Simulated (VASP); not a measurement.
Write the native input for VASP 6.6.1 that does the following.

```yaml
Task: single point
Functional: PBE
Potentials_or_basis: VASP PAW PBE potentials, release 64 (Hf_pv, O)
Cutoff: 520 eV
k_mesh: 6 × 6 × 8
Occupations: gaussian, width 0.02 eV
Spin: no spin polarisation
Dipole_correction: no
Further_INCAR_settings: ALGO = Normal; EDIFF = 1e-06; NBANDS = 31
```

The structure of HfO2 lies in POSCAR:

```
HfO2
1.0
    4.3996440222      0.0000000000      0.0000000000
    0.0000000000      4.3996440222      0.0000000000
    0.0000000000      0.0000000000      3.0820846264
Hf O
2 4
Direct
    0.0000000000      0.0000000000      0.0000000000
    0.5000000000      0.5000000000      0.5000000000
    0.1940611881      0.8059388119      0.5000000000
    0.3059388119      0.3059388119      0.0000000000
    0.6940611881      0.6940611881      0.0000000000
    0.8059388119      0.1940611881      0.5000000000
```

The input as run:

INCAR

```
SYSTEM = HfO2
PREC     = Accurate       ! precision mode
ENCUT    = 520            ! plane-wave cutoff, eV
EDIFF    = 1E-6           ! SCF threshold, eV
ISMEAR   = 0              ! smearing method
SIGMA    = 0.02           ! smearing width, eV
LREAL    = .False.        ! projectors in reciprocal space
LASPH    = .True.         ! aspherical terms in the spheres
NELM     = 100            ! most SCF steps
ALGO     = Normal         ! electronic algorithm
ISIF     = 2              ! what is computed and relaxed
LWAVE    = .False.        ! write WAVECAR
LCHARG   = .False.        ! write CHGCAR
GGA      = PE             ! functional
NBANDS   = 31             ! bands
```

KPOINTS

```
regular mesh
0
Gamma
  6 6 8
  0 0 0
```

Potentials or basis: VASP PAW PBE potentials, release 64 (Hf_pv, O).

The run is started by

```bash
$ cat potpaw_PBE.64/Hf_pv/POTCAR potpaw_PBE.64/O/POTCAR > POTCAR
$ mpirun -np 1 vasp_std > vasp.out
```

Results of the run:

```json
{
 "Pressure": "86.2 GPa",
 "Largest force": "0.057 eV/Å",
 "Band gap on the k mesh": "4.75 eV"
}
```

Caveat: the cell stands under pressure; spin-orbit coupling is left out, which moves the levels of the heavy elements.

Run time: 110 s on 1 thread of Intel Xeon 8259CL (shared host), peak memory 0.23 GiB.
